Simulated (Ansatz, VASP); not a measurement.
TePb in VASP and in Ansatz

The input INCAR:

```
SYSTEM = TePb
PREC = Accurate
ENCUT = 520
EDIFF = 1E-6
ISMEAR = -1
SIGMA = 0.05
LREAL = .FALSE.
LASPH = .TRUE.
NELM = 80
ALGO = Normal
ISIF = 2
LWAVE = .FALSE.
LCHARG = .FALSE.
GGA = PE
IVDW = 12
NBANDS = 17
```

KPOINTS

```
regular mesh
0
G
  7 7 7
  0 0 0
```

The input POSCAR:

```
TePb
1.0
    0.0000000000      3.2093147829      3.2093147829
    3.2093147829      0.0000000000      3.2093147829
    3.2093147829      3.2093147829      0.0000000000
Pb Te
1 1
Direct
    0.0000000000      0.0000000000      0.0000000000
    0.5000000000      0.5000000000      0.5000000000
```

Contents of input.yaml:

```yaml
crystal:
  lattice:
    - [0.0, 3.2093147829, 3.2093147829]
    - [3.2093147829, 0.0, 3.2093147829]
    - [3.2093147829, 3.2093147829, 0.0]
  atoms:
    - { symbol: Pb, position: [0.0, 0.0, 0.0] }
    - { symbol: Te, position: [0.5, 0.5, 0.5] }
hamiltonian:
  xc: pbe
  pseudopotentials: { kind: paw }
  dispersion: d3bj
kpoints:
  mp_grid: { grid: [7, 7, 7] }
scf:
  occupations: { method: fermi_dirac, width: 0.05 }
output:
  forces: true
  stress: true
  eigenvalues: true
  write_density: true
  write_potential: true
  elf: true
  volumetric_format: npy
```

Alike in both runs: task single point; functional PBE; dispersion D3(BJ); k mesh 7 × 7 × 7; occupations fermi-dirac, width 0.05 eV; no spin polarisation.

|  | VASP | Ansatz |
| --- | --- | --- |
| version | VASP 6.6.1 | Ansatz 0.2.0 |
| potentials or method | VASP PAW PBE potentials, release 64 (Pb_d, Te) | Ansatz PAW |
| plane-wave cutoff (eV) | 520 | 420 |
| valence electrons in the cell | 20 | 30 |

Ansatz gave:

| Property | Result |
| --- | --- |
| pressure (GPa) | 1.1 |

**Question.** Estimate VASP's values.

**Answer.** Pressure (GPa): 1.0.

VASP's potentials hold 20 valence electrons a cell and Ansatz's 30, so a difference there can come from the potentials and not from the codes.

Spin-orbit coupling is off throughout.
